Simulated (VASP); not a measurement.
# Nb (P6/mmm) in VASP: further runs

The runs below take Nb through single point, relaxation of cell and atoms, with LDA.

Everything below comes from runs of VASP 6.6.1. Logs are shortened: lines on timing, memory, paths and dates and some standing lists are left out, and cuts for length are marked.

## Step 1: The cell of the first run

The structure is hexagonal, space group P6/mmm (No. 191). The conventional cell has a = 4.792 Å, b = 4.792 Å, c = 2.634 Å, α = 90.00°, β = 90.00°, γ = 120.00°. Nb (site symmetry 6/mmm) has 14 Nb at 2.63 to 3.06 Å within 3.5 Å. Within 3.5 Å of Nb (site symmetry -6m2) lie 11 Nb at 2.63 to 3.06 Å.

This isn't the form of Nb at room conditions, which is bcc.

## Step 2: Single point, LDA

Input file INCAR:

```
SYSTEM = Nb
PREC = Accurate ; ENCUT = 520
EDIFF = 1E-7 ; ISMEAR = -1
SIGMA = 0.1 ; LREAL = .False.
LASPH = .True. ; NELM = 60
ALGO = Normal ; ISIF = 2
LWAVE = .False. ; LCHARG = .True.
GGA = CA ; LELF = .True.
LVHAR = .True. ; NBANDS = 26
```

Input file KPOINTS:

```
regular mesh
0
Gamma
  10 10 16
  0 0 0
```

Input file POSCAR:

```
Nb
1.0
    4.7923130529      0.0000000000      0.0000000000
   -2.3961565265      4.1502648467      0.0000000000
    0.0000000000      0.0000000000      2.6342051625
Nb
3
Direct
    0.0000000000      0.0000000000      0.0000000000
    0.3333333333      0.6666666667      0.5000000000
    0.6666666667      0.3333333333      0.5000000000
```

Potentials or basis: VASP PAW LDA potentials, release 64 (Nb_sv).

Started as:

```sh
$ cat potpaw_LDA.64/Nb_sv/POTCAR > POTCAR
$ mpirun -np 1 vasp_std > vasp.out
```

OUTCAR:

```text
SYSTEM = Nb
   PREC = Accurate
   ENCUT = 520
   EDIFF = 1E-7
   ISMEAR = -1
   LREAL = .False.
   LASPH = .True.
   NELM = 60
   ISIF = 2
   GGA = CA

 ion  position               nearest neighbor table
   1  0.000  0.000  0.000-
   2  0.333  0.667  0.500-   3 2.77   3 2.77   3 2.77
   3  0.667  0.333  0.500-   2 2.77   2 2.77   2 2.77

  LATTYP: Found a hexagonal cell.
 ALAT       =     4.7923130529
 C/A-ratio  =     0.5496730146

  Lattice vectors:

 A1 = (   4.7923130529,   0.0000000000,   0.0000000000)
 A2 = (  -2.3961565265,   4.1502648467,   0.0000000000)
 A3 = (   0.0000000000,   0.0000000000,   2.6342051625)

Analysis of symmetry for initial positions (statically):
=====================================================================
 Subroutine PRICEL returns:
 Original cell was already a primitive cell.

 Routine SETGRP: Setting up the symmetry group for a
 hexagonal supercell.

 Subroutine GETGRP returns: Found 24 space group operations
 (whereof 24 operations were pure point group operations)
 out of a pool of 24 trial point group operations.

The static configuration has the point symmetry D_6h.

Analysis of symmetry for dynamics (positions and initial velocities):
=====================================================================
 Subroutine PRICEL returns:
 Original cell was already a primitive cell.

 Routine SETGRP: Setting up the symmetry group for a
 hexagonal supercell.

 Subroutine GETGRP returns: Found 24 space group operations
 (whereof 24 operations were pure point group operations)
 out of a pool of 24 trial point group operations.

The dynamic configuration has the point symmetry D_6h.

 Subroutine INISYM returns: Found 24 space group operations
 (whereof 24 operations are pure point group operations),
 and found     1 'primitive' translations

----------------------------------------------------------------------------------------

                                     Primitive cell

  volume of cell :      52.3927

  direct lattice vectors                    reciprocal lattice vectors
     4.792313053  0.000000000  0.000000000     0.208667503  0.120474239  0.000000000
    -2.396156526  4.150264847  0.000000000     0.000000000  0.240948478  0.000000000
     0.000000000  0.000000000  2.634205162     0.000000000  0.000000000  0.379621153

  length of vectors
     4.792313053  4.792313053  2.634205162     0.240948478  0.240948478  0.379621153

  position of ions in fractional coordinates (direct lattice)
     0.000000000  0.000000000  0.000000000
     0.333333333  0.666666667  0.500000000
     0.666666667  0.333333333  0.500000000

  ion indices of the primitive-cell ions
   primitive index   ion index
                 1           1
                 2           2
                 3           3

----------------------------------------------------------------------------------------

 KPOINTS: regular mesh

Automatic generation of k-mesh.
 Grid dimensions read from file:
 generate k-points for:   10   10   16

 Generating k-lattice:

  Cartesian coordinates                     Fractional coordinates (reciprocal lattice)
     0.020866750  0.012047424  0.000000000     0.100000000  0.000000000  0.000000000
     0.000000000  0.024094848  0.000000000     0.000000000  0.100000000  0.000000000
     0.000000000  0.000000000  0.023726322     0.000000000  0.000000000  0.062500000

  Length of vectors
     0.024094848  0.024094848  0.023726322

  Shift w.r.t. Gamma in fractional coordinates (k-lattice)
     0.000000000  0.000000000  0.000000000

 Subroutine IBZKPT returns following result:
 ===========================================

 Found    126 irreducible k-points:

 Following reciprocal coordinates:
            Coordinates               Weight
  0.000000  0.000000  0.000000      1.000000
  0.100000  0.000000  0.000000      6.000000
  0.200000  0.000000  0.000000      6.000000
  0.300000  0.000000  0.000000      6.000000
  0.400000  0.000000  0.000000      6.000000
  0.500000  0.000000  0.000000      3.000000
[... 16 lines left out ...]
  0.300000  0.100000  0.062500     24.000000
  0.400000  0.100000  0.062500     24.000000
 [... further k-points ...]
   k-points           NKPTS =    126   k-points in BZ     NKDIM =    126   number of bands    NBANDS=     26
   number of dos      NEDOS =    301   number of ions     NIONS =      3
   total plane-waves  NPLWV =  25920
   dimension x,y,z NGX =    36 NGY =   36 NGZ =   20
   dimension x,y,z NGXF=    72 NGYF=   72 NGZF=   40
   ions per type =               3
   NGX,Y,Z   is equivalent  to a cutoff of  12.49, 12.49, 12.62 a.u.
   NGXF,Y,Z  is equivalent  to a cutoff of  24.98, 24.98, 25.24 a.u.
 SYSTEM =  Nb
   PREC   = accura    normal or accurate (medium, high low for compatibility)
   ISTART =      0    job   : 0-new  1-cont  2-samecut
   ICHARG =      2    charge: 1-file 2-atom 10-const
   ISPIN  =      1    spin polarized calculation?
   LNONCOLLINEAR =      F non collinear calculations
   LSORBIT =      F    spin-orbit coupling
   LASPH  =      T    aspherical Exc in radial PAW
   ENCUT  =  520.0 eV  38.22 Ry    6.18 a.u.   8.91  8.91  4.90*2*pi/ulx,y,z
   NELM   =     60;   NELMIN=  2; NELMDL= -5     # of ELM steps
   EDIFF  = 0.1E-06   stopping-criterion for ELM
   LREAL  =      F    real-space projection
   EDIFFG = 0.1E-05   stopping-criterion for IOM
   NSW    =      0    number of steps for IOM
   IBRION =     -1    ionic relax: 0-MD 1-quasi-New 2-CG
   NFREE  =      0    steps in history (QN), initial steepest desc. (CG)
   ISIF   =      2    stress and relaxation
   ISYM   =      2    0-nonsym 1-usesym 2-fastsym
   POTIM  = 0.5000    time-step for ionic-motion
   TEBEG  =    0.0;   TEEND  =   0.0 temperature during run
   PSTRESS=    0.0 pullay stress
   NELECT =      39.0000    total number of electrons
   NUPDOWN=      -1.0000    fix difference up-down
   EMIN   =  10.00;   EMAX   =-10.00  energy-range for DOS
   EFERMI =   0.00;   METHOD = LEGACY
   ISMEAR =    -1;   SIGMA  =   0.10  broadening in eV -4-tet -1-fermi 0-gaus
   EFERMI_NEDOS =   21; number of points for ismear=-14 and -15
   IALGO  =     38    algorithm
   IMIX   =      4    mixing-type and parameters
     AMIX     =   0.40;   BMIX     =  1.00
     AMIX_MAG =   1.60;   BMIX_MAG =  1.00
  volume/ion in A,a.u.               =      17.46       117.85
  Fermi-wavevector in a.u.,A,eV,Ry     =   1.483677  2.803744 29.950489  2.201299
  Thomas-Fermi vector in A             =   2.597309
   LORBIT       =      0    0 simple, 1 ext, 2 COOP (PROOUT), +10 PAW based schemes
   GGA     = CA    functional components
   LHFCALC =     F    Hartree Fock is set to
   AEXX    =    0.0000 exact exchange contribution
   IVDW    =     0    specifies the selected vdW correction
   LEPSILON=     F    determine dielectric tensor
   LRPA    =     F    only Hartree local field effects (RPA)
 non-spin polarized calculation
  energy-cutoff  :      520.00
  volume of cell :       52.39
 maximum number of plane-waves:      1438
 NGX is ok and might be reduce to    36
   NGX = 17   NGY = 17   NGZ =  9

 number of electron      39.0000000 magnetization

 Free energy of the ion-electron system (eV)
  ---------------------------------------------------
  ext. energy  EPLUGINS =         0.00000000
  ---------------------------------------------------
  free energy    TOTEN  =       -33.17298859 eV

  energy without entropy =      -33.07875315  energy(sigma->0) =      -33.12587087

 E-fermi :  11.6499     XC(G=0): -12.8608

 val. band max:       11.6493960544   @ k =   0.2000   0.2000   0.0000
 cond. band min:      11.6556026891   @ k =   0.2000   0.1000   0.1875
 fundamental gap:      0.0062066347
 Fermi energy:        11.6498527040

 k-point     1 :       0.0000    0.0000    0.0000
  band No.  band energies     occupation
      1     -42.6740      2.00000
      2     -42.4239      2.00000
      3     -42.3808      2.00000
      4     -19.2217      2.00000
      5     -19.2217      2.00000
      6     -18.9667      2.00000
[... 18 lines left out ...]
     25      14.7041      0.00000
     26      14.7041      0.00000

 k-point     2 :       0.1000    0.0000    0.0000
  band No.  band energies     occupation
      1     -42.6665      2.00000
      2     -42.4265      2.00000
      3     -42.3860      2.00000
      4     -19.2782      2.00000
      5     -19.2553      2.00000
      6     -18.8996      2.00000
[... 18 lines left out ...]
     25      15.0808      0.00000
     26      15.1198      0.00000

 k-point     3 :       0.2000    0.0000    0.0000
  band No.  band energies     occupation
      1     -42.6447      2.00000
      2     -42.4344      2.00000
      3     -42.4008      2.00000
      4     -19.3726      2.00000
      5     -19.2793      2.00000
      6     -18.7741      2.00000
[... 18 lines left out ...]
     25      15.4982      0.00000
     26      15.6257      0.00000

 k-point     4 :       0.3000    0.0000    0.0000
  band No.  band energies     occupation
      1     -42.6115      2.00000
      2     -42.4503      2.00000
      3     -42.4193      2.00000
      4     -19.4532      2.00000
      5     -19.2408      2.00000
      6     -18.6445      2.00000
[... 18 lines left out ...]
     25      15.9225      0.00000
     26      16.1147      0.00000
[... 496 lines left out ...]
      1     -42.6136      2.00000
      2     -42.4332      2.00000
      3     -42.4053      2.00000
      4     -19.3874      2.00000
      5     -19.2810      2.00000
      6     -18.6674      2.00000
[... 18 lines left out ...]
     25      15.7736      0.00000
     26      15.9380      0.00000

 k-point    23 :       0.3000    0.1000    0.0625
  band No.  band energies     occupation
      1     -42.5773      2.00000
      2     -42.4531      2.00000
      3     -42.4227      2.00000
      4     -19.4447      2.00000
      5     -19.2105      2.00000
      6     -18.6492      2.00000
[... 18 lines left out ...]
     25      15.4091      0.00000
     26      16.1541      0.00000

 k-point    24 :       0.4000    0.1000    0.0625
  band No.  band energies     occupation
      1     -42.5386      2.00000
      2     -42.4850      2.00000
      3     -42.4302      2.00000
      4     -19.4761      2.00000
      5     -19.0857      2.00000
      6     -18.8422      2.00000
[... 18 lines left out ...]
     25      14.8860      0.00000
     26      15.7408      0.00000

 [... further k-points ...]

------------------------ aborting loop because EDIFF is reached ----------------------------------------

  FORCE on cell =-STRESS in cart. coord.  units (eV):
  Direction    XX          YY          ZZ          XY          YZ          ZX
  --------------------------------------------------------------------------------------
  -------------------------------------------------------------------------------------
  Total        0.0597060      0.0597060     -0.2142707     -0.0000000     -0.0000000      0.0000000
  in kB        1.8258216      1.8258216     -6.5524369     -0.0000000     -0.0000000      0.0000000
  external PRESSURE =      -0.9669313 kB  Pullay stress =       0.0000000 kB

 VOLUME and BASIS-vectors are now :
 -----------------------------------------------------------------------------
  energy-cutoff  :      520.00
  volume of cell :       52.39
      direct lattice vectors                 reciprocal lattice vectors
     4.792313053  0.000000000  0.000000000     0.208667503  0.120474239  0.000000000
    -2.396156526  4.150264847  0.000000000     0.000000000  0.240948478  0.000000000
     0.000000000  0.000000000  2.634205162     0.000000000  0.000000000  0.379621153

 POSITION                                       TOTAL-FORCE (eV/Angst)
 -----------------------------------------------------------------------------------
      0.00000      0.00000      0.00000         0.000000      0.000000      0.000000
     -0.00000      2.76684      1.31710         0.000000      0.000000      0.000000
      2.39616      1.38342      1.31710        -0.000000     -0.000000      0.000000
 -----------------------------------------------------------------------------------
    total drift:                                0.000000      0.000000     -0.000000

  FREE ENERGIE OF THE ION-ELECTRON SYSTEM (eV)
  ---------------------------------------------------
  free  energy   TOTEN  =       -33.1729885936 eV

  energy  without entropy=      -33.0787531453  energy(sigma->0) =      -33.12587087
```

It took 4.2 min on 1 thread of Intel Xeon 8259CL, shared host; peak memory 0.24 GiB.

Results:

```
Free energy            : -33.1730 eV
Pressure               : -0.1 GPa
Band gap on the k mesh : zero (an odd number of electrons rules out a gap without spin polarisation)
```

## Step 3: Relaxation of cell and atoms, LDA

This run uses another cell than the first one, of 17.98 Å³/atom.

Input file INCAR:

```
SYSTEM = Nb
PREC = Accurate
ENCUT = 600
EDIFF = 1E-6
ISMEAR = -1
SIGMA = 0.1
LREAL = .False.
LASPH = .True.
NELM = 100
ALGO = Normal
ISIF = 3
LWAVE = .False.
LCHARG = .False.
IBRION = 2
NSW = 80
EDIFFG = -0.01
```

Input file KPOINTS:

```
regular mesh
0
Gamma
  8 8 11
  0 0 0
```

Input file POSCAR:

```
Nb
1.0
    4.6658771090      0.0000000000      0.0000000000
   -2.3329385545      4.0407681073      0.0000000000
    0.0000000000      0.0000000000      2.8601826678
Nb
3
Direct
    0.0000000000      0.0000000000      0.0000000000
    0.3333333333      0.6666666667      0.5000000000
    0.6666666667      0.3333333333      0.5000000000
```

Potentials or basis: VASP PAW LDA potentials, release 64 (Nb_sv).

Started as:

```sh
$ cat potpaw_LDA.64/Nb_sv/POTCAR > POTCAR
$ mpirun -np 1 vasp_std > vasp.out
```

It took 15 min on 1 thread of Intel Xeon 8259CL, shared host; peak memory 0.22 GiB.

The run converged. Its results:

- Free energy: -33.1689 eV
- Relaxed volume: 17.46 Å³/atom
- Relaxed cell: a = 4.791 Å, b = 4.791 Å, c = 2.635 Å, α = 90.00°, β = 90.00°, γ = 120.00°
- Space group after relaxing (to 0.1 Å): P6/mmm (No. 191)
- Energy gained by relaxing: 114.6 meV/atom
- Ionic steps: 8
- Pressure after relaxing: 0.0 GPa
- Band gap on the k mesh: zero (an odd number of electrons rules out a gap without spin polarisation)

Step by step:
| step | energy change (eV) | largest force (eV/Å) | pressure (GPa) | volume (Å³) |
| --- | --- | --- | --- | --- |
| 1 | 0.0000 | 0.0000 | -4.72 | 53.93 |
| 2 | -0.2418 | 0.0000 | 11.29 | 49.64 |
| 3 | -0.3065 | 0.0000 | 5.70 | 50.83 |
| 4 | -0.2819 | 0.0000 | -4.67 | 54.02 |
| 5 | -0.3426 | 0.0000 | 0.75 | 52.18 |
| 6 | -0.3426 | 0.0000 | 0.85 | 52.15 |
| 7 | -0.3427 | 0.0000 | -0.71 | 52.57 |
| 8 | -0.3438 | 0.0000 | 0.03 | 52.37 |

Final structure:
```
Nb
1.0
     4.79086    0.00000    0.00000
    -2.39543    4.14901    0.00000
     0.00000    0.00000    2.63450
Nb
3
Direct
  0.00000 0.00000 0.00000
  0.33333 0.66667 0.50000
  0.66667 0.33333 0.50000
```

Levels at points of the mesh, in eV from the Fermi level:
| k point | band 18 | band 19 | band 20 | band 21 | band 22 | band 23 |
| --- | --- | --- | --- | --- | --- | --- |
| (0.00, 0.00, 0.00) | -1.22 | -1.22 | -1.11 | 0.57 | 0.57 | 3.01 |
| (0.50, 0.00, 0.00) | -1.73 | -1.16 | -0.96 | 1.76 | 1.99 | 3.25 |
